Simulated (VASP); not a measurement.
P3C: single point with PBE

P3C:

```
P C
1.0
     1.34702   -2.91191    0.00000
     1.34702    2.91191    0.00000
     0.00000    0.00000    7.11071
P C
3 1
Direct
  0.50000 0.50000 0.81872
  0.00000 0.00000 0.50000
  0.50000 0.50000 0.18128
  0.00000 0.00000 0.00000
```

The cell was built from a structure type or drawn by symmetry, and may not be a known phase.

```yaml
Program: VASP 6.6.1
Task: single point
Functional: PBE
Potentials_or_basis: VASP PAW PBE potentials, release 64 (P, C)
Cutoff: 600 eV
k_mesh: 8 × 8 × 4
Occupations: gaussian, width 0.1 eV
Spin: no spin polarisation
```

| Quantity | Value |
| --- | --- |
| Pressure | -0.2 GPa |
| Largest force | 0.057 eV/Å |
| Band gap on the k mesh | zero (an odd number of electrons rules out a gap without spin polarisation) |

Forces in eV/Å, atoms in the order of the input:
```
P    0.000  0.000  0.057
P    0.000  0.000  0.000
P    0.000  0.000 -0.057
C    0.000  0.000  0.000
```

Stress tensor (GPa, compression positive):
```
-0.28  0.00  0.00
 0.00  0.02  0.00
 0.00  0.00 -0.38
```

Levels at points of the mesh, in eV from the Fermi level:
```tsv
k point	band 7	band 8	band 9	band 10	band 11	band 12
(0.00, 0.00, 0.00)	-2.75	1.59	1.73	2.70	3.55	4.22
(0.50, 0.00, 0.00)	-2.18	-1.76	-1.49	-1.16	0.56	0.57
(0.50, 0.50, 0.00)	-4.85	-4.05	-3.82	1.68	3.26	3.28
(0.00, 0.00, 0.50)	-1.81	0.46	0.78	3.14	3.54	4.27
(0.50, 0.00, 0.50)	-4.50	-3.63	-1.99	-1.13	0.16	0.34
(0.50, 0.50, 0.50)	-3.82	-2.82	-0.72	-0.49	1.78	2.50
```

Wall time 37 s on 1 thread of Intel(R) Xeon(R) 6975P-C (Granite Rapids), on a shared host, peak memory 0.22 GiB.
